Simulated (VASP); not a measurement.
# MgO (Fm-3m) in VASP: single point with LDA

Aim: the single point of MgO with LDA.

Everything below comes from runs of VASP 6.6.1. Logs are shortened: lines on timing, memory, paths and dates and some standing lists are left out, and cuts for length are marked.

## Step 1: The cell of the first run

The structure is cubic, space group Fm-3m (No. 225). The conventional cell has a = 4.161 Å, b = 4.161 Å, c = 4.161 Å, α = 90.00°, β = 90.00°, γ = 90.00°. Mg (site symmetry m-3m) has 6 O at 2.08 Å within 2.8 Å. Within 2.8 Å of O (site symmetry m-3m) lie 6 Mg at 2.08 Å.

## Step 2: Single point, LDA

The input, INCAR:

```
  ALGO = Normal
  EDIFF = 1E-6
  ENCUT = 840
  GGA = CA
  GGA_COMPAT = False
  ISIF = 2
  ISMEAR = 0
  LASPH = True
  LCHARG = False
  LREAL = False
  LWAVE = False
  NBANDS = 15
  NELM = 120
  PREC = Accurate
  SIGMA = 0.01
```

The input, KPOINTS:

```
k-points
0
Gamma
  8 8 8
```

The input, POSCAR:

```
MgO
1.0
    0.0000000000      2.0803270553      2.0803270553
    2.0803270553      0.0000000000      2.0803270553
    2.0803270553      2.0803270553      0.0000000000
Mg O
1 1
Direct
    0.0000000000      0.0000000000      0.0000000000
    0.5000000000      0.5000000000      0.5000000000
```

Potentials or basis: VASP PAW LDA potentials, release 64 (Mg_sv, O).

Started as:

```bash
$ cat potpaw_LDA.64/Mg_sv/POTCAR potpaw_LDA.64/O/POTCAR > POTCAR
$ mpirun -np 1 vasp_std > vasp.out
```

OUTCAR:

```text
EDIFF = 1E-6
   ENCUT = 840
   GGA = CA
   ISIF = 2
   ISMEAR = 0
   LASPH = True
   LREAL = False
   NELM = 120
   PREC = Accurate

 ion  position               nearest neighbor table
   1  0.000  0.000  0.000-   2 2.08   2 2.08   2 2.08   2 2.08   2 2.08   2 2.08
   2  0.500  0.500  0.500-   1 2.08   1 2.08   1 2.08   1 2.08   1 2.08   1 2.08

  LATTYP: Found a face centered cubic cell.
 ALAT       =     4.1606541106

  Lattice vectors:

 A1 = (   0.0000000000,   2.0803270553,   2.0803270553)
 A2 = (   2.0803270553,   0.0000000000,   2.0803270553)
 A3 = (   2.0803270553,   2.0803270553,   0.0000000000)

Analysis of symmetry for initial positions (statically):
=====================================================================
 Subroutine PRICEL returns:
 Original cell was already a primitive cell.

 Routine SETGRP: Setting up the symmetry group for a
 face centered cubic supercell.

 Subroutine GETGRP returns: Found 48 space group operations
 (whereof 48 operations were pure point group operations)
 out of a pool of 48 trial point group operations.

The static configuration has the point symmetry O_h .

Analysis of symmetry for dynamics (positions and initial velocities):
=====================================================================
 Subroutine PRICEL returns:
 Original cell was already a primitive cell.

 Routine SETGRP: Setting up the symmetry group for a
 face centered cubic supercell.

 Subroutine GETGRP returns: Found 48 space group operations
 (whereof 48 operations were pure point group operations)
 out of a pool of 48 trial point group operations.

The dynamic configuration has the point symmetry O_h .

 Subroutine INISYM returns: Found 48 space group operations
 (whereof 48 operations are pure point group operations),
 and found     1 'primitive' translations

----------------------------------------------------------------------------------------

                                     Primitive cell

  volume of cell :      18.0063

  direct lattice vectors                    reciprocal lattice vectors
     0.000000000  2.080327055  2.080327055    -0.240346824  0.240346824  0.240346824
     2.080327055  0.000000000  2.080327055     0.240346824 -0.240346824  0.240346824
     2.080327055  2.080327055  0.000000000     0.240346824  0.240346824 -0.240346824

  length of vectors
     2.942026736  2.942026736  2.942026736     0.416292910  0.416292910  0.416292910

  position of ions in fractional coordinates (direct lattice)
     0.000000000  0.000000000  0.000000000
     0.500000000  0.500000000  0.500000000

  ion indices of the primitive-cell ions
   primitive index   ion index
                 1           1
                 2           2

----------------------------------------------------------------------------------------

 KPOINTS: k-points

Automatic generation of k-mesh.
 Grid dimensions read from file:
 generate k-points for:    8    8    8

 Generating k-lattice:

  Cartesian coordinates                     Fractional coordinates (reciprocal lattice)
    -0.030043353  0.030043353  0.030043353     0.125000000  0.000000000  0.000000000
     0.030043353 -0.030043353  0.030043353     0.000000000  0.125000000  0.000000000
     0.030043353  0.030043353 -0.030043353     0.000000000  0.000000000  0.125000000

  Length of vectors
     0.052036614  0.052036614  0.052036614

  Shift w.r.t. Gamma in fractional coordinates (k-lattice)
     0.000000000  0.000000000  0.000000000

 Subroutine IBZKPT returns following result:
 ===========================================

 Found     29 irreducible k-points:

 Following reciprocal coordinates:
            Coordinates               Weight
  0.000000  0.000000  0.000000      1.000000
  0.125000  0.000000  0.000000      8.000000
  0.250000  0.000000  0.000000      8.000000
  0.375000  0.000000  0.000000      8.000000
  0.500000  0.000000  0.000000      4.000000
  0.125000  0.125000  0.000000      6.000000
[... 16 lines left out ...]
  0.500000  0.250000  0.125000     48.000000
 -0.375000  0.250000  0.125000     24.000000
 [... further k-points ...]
   k-points           NKPTS =     29   k-points in BZ     NKDIM =     29   number of bands    NBANDS=     15
   number of dos      NEDOS =    301   number of ions     NIONS =      2
   total plane-waves  NPLWV =  21952
   dimension x,y,z NGX =    28 NGY =   28 NGZ =   28
   dimension x,y,z NGXF=    56 NGYF=   56 NGZF=   56
   ions per type =               1   1
   NGX,Y,Z   is equivalent  to a cutoff of  15.82, 15.82, 15.82 a.u.
   NGXF,Y,Z  is equivalent  to a cutoff of  31.64, 31.64, 31.64 a.u.
 SYSTEM =  unknown system
   PREC   = accura    normal or accurate (medium, high low for compatibility)
   ISTART =      0    job   : 0-new  1-cont  2-samecut
   ICHARG =      2    charge: 1-file 2-atom 10-const
   ISPIN  =      1    spin polarized calculation?
   LNONCOLLINEAR =      F non collinear calculations
   LSORBIT =      F    spin-orbit coupling
   LASPH  =      T    aspherical Exc in radial PAW
   ENCUT  =  840.0 eV  61.74 Ry    7.86 a.u.   6.95  6.95  6.95*2*pi/ulx,y,z
   NELM   =    120;   NELMIN=  2; NELMDL= -5     # of ELM steps
   EDIFF  = 0.1E-05   stopping-criterion for ELM
   LREAL  =      F    real-space projection
   EDIFFG = 0.1E-04   stopping-criterion for IOM
   NSW    =      0    number of steps for IOM
   IBRION =     -1    ionic relax: 0-MD 1-quasi-New 2-CG
   NFREE  =      0    steps in history (QN), initial steepest desc. (CG)
   ISIF   =      2    stress and relaxation
   ISYM   =      2    0-nonsym 1-usesym 2-fastsym
   POTIM  = 0.5000    time-step for ionic-motion
   TEBEG  =    0.0;   TEEND  =   0.0 temperature during run
   PSTRESS=    0.0 pullay stress
   NELECT =      16.0000    total number of electrons
   NUPDOWN=      -1.0000    fix difference up-down
   EMIN   =  10.00;   EMAX   =-10.00  energy-range for DOS
   EFERMI =   0.00;   METHOD = LEGACY
   ISMEAR =     0;   SIGMA  =   0.01  broadening in eV -4-tet -1-fermi 0-gaus
   EFERMI_NEDOS =   21; number of points for ismear=-14 and -15
   IALGO  =     38    algorithm
   IMIX   =      4    mixing-type and parameters
     AMIX     =   0.40;   BMIX     =  1.00
     AMIX_MAG =   1.60;   BMIX_MAG =  1.00
  volume/ion in A,a.u.               =       9.00        60.76
  Fermi-wavevector in a.u.,A,eV,Ry     =   1.573886  2.974213 33.703215  2.477116
  Thomas-Fermi vector in A             =   2.675103
   LORBIT       =      0    0 simple, 1 ext, 2 COOP (PROOUT), +10 PAW based schemes
   GGA     = CA    functional components
   LHFCALC =     F    Hartree Fock is set to
   AEXX    =    0.0000 exact exchange contribution
   IVDW    =     0    specifies the selected vdW correction
   LEPSILON=     F    determine dielectric tensor
   LRPA    =     F    only Hartree local field effects (RPA)
 non-spin polarized calculation
 Gauss-broadening in eV      SIGMA  =   0.01
  energy-cutoff  :      840.00
  volume of cell :       18.01
 maximum number of plane-waves:      1012
   NGX = 13   NGY = 13   NGZ = 13

 number of electron      15.9999996 magnetization

 Free energy of the ion-electron system (eV)
  ---------------------------------------------------
  ext. energy  EPLUGINS =         0.00000000
  ---------------------------------------------------
  free energy    TOTEN  =       -13.23350794 eV

  energy without entropy =      -13.23350794  energy(sigma->0) =      -13.23350794

 E-fermi :   3.0008     XC(G=0): -12.1251

 val. band max:        2.8523737031   @ k =   0.0000   0.0000   0.0000
 cond. band min:       7.8867599535   @ k =   0.0000   0.0000   0.0000
 fundamental gap:      5.0343862504
 Fermi energy:         3.0007781334

 k-point     1 :       0.0000    0.0000    0.0000
  band No.  band energies     occupation
      1     -68.3654      2.00000
      2     -35.8219      2.00000
      3     -35.8219      2.00000
      4     -35.8219      2.00000
      5     -14.3278      2.00000
      6       2.8524      2.00000
      7       2.8524      2.00000
      8       2.8524      2.00000
      9       7.8868      0.00000
     10      18.5823      0.00000
     11      18.5823      0.00000
     12      18.5823      0.00000
     13      22.7082      0.00000
     14      24.3868      0.00000
     15      24.3868      0.00000

 k-point     2 :       0.1250    0.0000    0.0000
  band No.  band energies     occupation
      1     -68.3638      2.00000
      2     -35.8377      2.00000
      3     -35.8234      2.00000
      4     -35.8234      2.00000
      5     -14.1415      2.00000
      6       1.8753      2.00000
      7       2.7397      2.00000
      8       2.7397      2.00000
      9       8.7860      0.00000
     10      16.9224      0.00000
     11      18.9625      0.00000
     12      18.9625      0.00000
     13      23.4608      0.00000
     14      23.4608      0.00000
     15      24.9371      0.00000

 k-point     3 :       0.2500    0.0000    0.0000
  band No.  band energies     occupation
      1     -68.3598      2.00000
      2     -35.8752      2.00000
      3     -35.8272      2.00000
      4     -35.8272      2.00000
      5     -13.6550      2.00000
      6       0.0914      2.00000
      7       2.4805      2.00000
      8       2.4805      2.00000
      9      10.1797      0.00000
     10      15.4429      0.00000
     11      19.5213      0.00000
     12      19.5213      0.00000
     13      23.0673      0.00000
     14      23.0673      0.00000
     15      25.1565      0.00000

 k-point     4 :       0.3750    0.0000    0.0000
  band No.  band energies     occupation
      1     -68.3559      2.00000
      2     -35.9126      2.00000
      3     -35.8309      2.00000
      4     -35.8309      2.00000
      5     -13.1006      2.00000
      6      -1.4107      2.00000
      7       2.2373      2.00000
      8       2.2373      2.00000
      9      10.7793      0.00000
     10      15.3883      0.00000
     11      19.3972      0.00000
     12      19.3972      0.00000
     13      24.3559      0.00000
     14      24.3906      0.00000
     15      24.3906      0.00000
[... 307 lines left out ...]
 k-point    22 :       0.3750    0.2500    0.1250
  band No.  band energies     occupation
      1     -68.3568      2.00000
      2     -35.8826      2.00000
      3     -35.8458      2.00000
      4     -35.8328      2.00000
      5     -13.3156      2.00000
      6      -0.2863      2.00000
      7       1.6301      2.00000
      8       2.1903      2.00000
      9      11.6028      0.00000
     10      14.2705      0.00000
     11      18.0618      0.00000
     12      20.5209      0.00000
     13      21.0194      0.00000
     14      25.4022      0.00000
     15      28.9442      0.00000

 k-point    23 :       0.5000    0.2500    0.1250
  band No.  band energies     occupation
      1     -68.3537      2.00000
      2     -35.9022      2.00000
      3     -35.8557      2.00000
      4     -35.8381      2.00000
      5     -12.8858      2.00000
      6      -1.0329      2.00000
      7       1.0230      2.00000
      8       1.9213      2.00000
      9      12.5049      0.00000
     10      14.5658      0.00000
     11      16.9088      0.00000
     12      20.1396      0.00000
     13      22.6455      0.00000
     14      25.4195      0.00000
     15      29.1321      0.00000

 k-point    24 :      -0.3750    0.2500    0.1250
  band No.  band energies     occupation
      1     -68.3521      2.00000
      2     -35.9106      2.00000
      3     -35.8582      2.00000
      4     -35.8412      2.00000
      5     -12.6932      2.00000
      6      -1.3560      2.00000
      7       0.8056      2.00000
      8       1.7956      2.00000
      9      12.6166      0.00000
     10      15.2027      0.00000
     11      16.4723      0.00000
     12      19.8989      0.00000
     13      23.5404      0.00000
     14      25.0878      0.00000
     15      29.2517      0.00000

 [... further k-points ...]
[... 5 lines left out ...]
  --------------------------------------------------------------------------------------
  -------------------------------------------------------------------------------------
  Total        0.0490712      0.0490712      0.0490712     -0.0000000      0.0000000     -0.0000000
  in kB        4.3662917      4.3662917      4.3662917     -0.0000000      0.0000000     -0.0000000
  external PRESSURE =       4.3662917 kB  Pullay stress =       0.0000000 kB

 VOLUME and BASIS-vectors are now :
 -----------------------------------------------------------------------------
  energy-cutoff  :      840.00
  volume of cell :       18.01
      direct lattice vectors                 reciprocal lattice vectors
     0.000000000  2.080327055  2.080327055    -0.240346824  0.240346824  0.240346824
     2.080327055  0.000000000  2.080327055     0.240346824 -0.240346824  0.240346824
     2.080327055  2.080327055  0.000000000     0.240346824  0.240346824 -0.240346824

 POSITION                                       TOTAL-FORCE (eV/Angst)
 -----------------------------------------------------------------------------------
      0.00000      0.00000      0.00000        -0.000000      0.000000     -0.000000
      2.08033      2.08033      2.08033         0.000000     -0.000000      0.000000
 -----------------------------------------------------------------------------------
    total drift:                                0.000000      0.000000      0.000000

  FREE ENERGIE OF THE ION-ELECTRON SYSTEM (eV)
  ---------------------------------------------------
  free  energy   TOTEN  =       -13.2335079368 eV

  energy  without entropy=      -13.2335079368  energy(sigma->0) =      -13.23350794
```

It took 26 s on 1 thread of AMD EPYC, shared host; peak memory 0.11 GiB.

What came out:

```yaml
Free_energy: -13.2335 eV
Pressure: 0.4 GPa
Band_gap_on_the_k_mesh: 5.03 eV
```
